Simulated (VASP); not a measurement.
Input of a VASP 6.6.1 run:

File INCAR:

```
SYSTEM = Ge2H
PREC = Accurate ; ENCUT = 520
EDIFF = 1E-6 ; ISMEAR = 0
SIGMA = 0.1 ; LREAL = .FALSE.
LASPH = .TRUE. ; NELM = 150
ALGO = Normal ; ISIF = 2
LWAVE = .FALSE. ; LCHARG = .TRUE.
ISPIN = 2 ; MAGMOM = 0 0 1
LORBIT = 11 ; LDIPOL = .TRUE.
IDIPOL = 3 ; DIPOL = 0.5 0.5 0.308
GGA = PE ; IVDW = 12
LELF = .TRUE. ; LVHAR = .TRUE.
LVACPOTAV = .TRUE. ; NBANDS = 26
```

KPOINTS

```
Automatic mesh
0
G
  9 9 1
  0 0 0
```

The input POSCAR:

```
Ge2H
1.0
    4.0226895355      0.0000000000      0.0000000000
   -2.0113447678      3.4837513293      0.0000000000
    0.0000000000      0.0000000000     16.1842610144
Ge H
2 1
Direct
    0.3333333333      0.6666666667      0.2894331110
    0.6666666667      0.3333333333      0.2471537005
    0.3333333333      0.6666666667      0.3865568373
```

Potentials or basis: VASP PAW PBE potentials, release 64 (Ge_d, H).

Launch:

```console
$ cat potpaw_PBE.64/Ge_d/POTCAR potpaw_PBE.64/H/POTCAR > POTCAR
$ mpirun -np 1 vasp_std > vasp.out
```

**Question.** What does it give for the net moment?

**Answer.** 1.00 μB per cell.

**Question.** Predict the site moments.

**Answer.** Ge +0.06, +0.34; H +0.06 μB.

**Question.** Estimate the largest force.

**Answer.** 0.470 eV/Å.

**Question.** Estimate the band gap on the k mesh.

**Answer.** 0.76 eV (least direct gap 0.81 eV).

Forces in eV/Å, atoms in the order of the input:
```
Ge   0.000  0.000  0.470
Ge   0.000  0.000 -0.456
H    0.000  0.000 -0.013
```
